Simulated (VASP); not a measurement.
A run of VASP 6.6.1 is set up as follows.

The input INCAR:

```
SYSTEM = Na3Cl
PREC = Accurate ; ENCUT = 520
EDIFF = 1E-6 ; ISMEAR = -1
SIGMA = 0.05 ; LREAL = .FALSE.
LASPH = .TRUE. ; NELM = 100
ALGO = Normal ; ISIF = 2
LWAVE = .FALSE. ; LCHARG = .TRUE.
GGA = PS ; LELF = .TRUE.
LVHAR = .TRUE. ; NBANDS = 22
```

Contents of KPOINTS:

```
Automatic mesh
0
G
  8 8 3
  0 0 0
```

Contents of POSCAR:

```
Na3Cl
1.0
    3.4152450257      0.0000000000      0.0000000000
    0.0000000000      3.4152450257      0.0000000000
    0.0000000000      0.0000000000      9.2932993532
Cl Na
1 3
Direct
    0.0000000000      0.0000000000      0.0000000000
    0.5000000000      0.5000000000      0.1743329800
    0.5000000000      0.5000000000      0.8256670200
    0.0000000000      0.0000000000      0.5000000000
```

Potentials or basis: VASP PAW PBE potentials, release 64 (Cl, Na_pv).

Run with:

```sh
$ cat potpaw_PBE.64/Cl/POTCAR potpaw_PBE.64/Na_pv/POTCAR > POTCAR
$ mpirun -np 1 vasp_std > vasp.out
```

Q: What does it give for the largest force?

A: 0.161 eV/Å.

Q: Predict the band gap on the k mesh.

A: Zero (band 14 reaches 4.27 eV, above the bottom of band 15 at 0.75 eV).

Forces in eV/Å, atoms in the order of the input:
```
Cl   0.000  0.000  0.000
Na   0.000  0.000  0.161
Na   0.000  0.000 -0.161
Na   0.000  0.000  0.000
```

Caveat: the PAW data sets were made with another functional, which shifts forces and pressure a little.
